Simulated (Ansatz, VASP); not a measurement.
Two plane-wave programs on Si6HCl

```
Si H Cl
1.0
     7.66719    0.00000    0.00000
     0.00000    7.66719    0.00000
     0.00000    0.00000   31.00570
Si H Cl
24 4 4
Direct
  0.40651 0.25000 0.32017
  0.40651 0.75000 0.32017
  0.09349 0.25000 0.32017
  0.09349 0.75000 0.32017
  0.50000 0.50000 0.36388
  0.50000 0.00000 0.36388
  0.00000 0.50000 0.36388
  0.00000 0.00000 0.36388
  0.75000 0.50000 0.40759
  0.75000 0.00000 0.40759
  0.25000 0.50000 0.40759
  0.25000 0.00000 0.40759
  0.75055 0.75002 0.44894
  0.74968 0.24996 0.44928
  0.25013 0.75004 0.45321
  0.25007 0.24996 0.45347
  0.99160 0.75035 0.49514
  0.99137 0.25017 0.49546
  0.50913 0.75002 0.49493
  0.50839 0.24950 0.49569
  0.90767 0.99981 0.53412
  0.90712 0.50079 0.53391
  0.59329 0.99868 0.53408
  0.59304 0.50074 0.53387
  0.97550 0.99857 0.57960
  0.97305 0.50305 0.57942
  0.52632 0.99436 0.57951
  0.52693 0.50453 0.57949
  0.50119 0.25002 0.25786
  0.50102 0.75000 0.25785
  0.99894 0.24999 0.25785
  0.99883 0.74995 0.25787
```

Alike in both runs: task single point; functional PBE; dispersion D3(BJ); k mesh 2 × 2 × 1; occupations gaussian, width 0.05 eV; no spin polarisation.

```csv
,VASP,Ansatz
version,VASP 6.6.1,Ansatz 0.2.0
potentials or method,"VASP PAW PBE potentials, release 64 (Si, H, Cl), cutoff 400 eV","scalar-relativistic, plane waves, PAW"
valence electrons in the cell,128,128
```

```csv
,VASP,Ansatz,Ansatz less VASP
gap on the k mesh at the Fermi level (eV),0.78,0.78,-0.003
least direct gap on the mesh (eV),0.91,0.91,-0.003
rms of the force components (eV/Å),0.429,0.432,+0.0031
```

Atom by atom the forces differ by 0.013 eV/Å (rms over components).
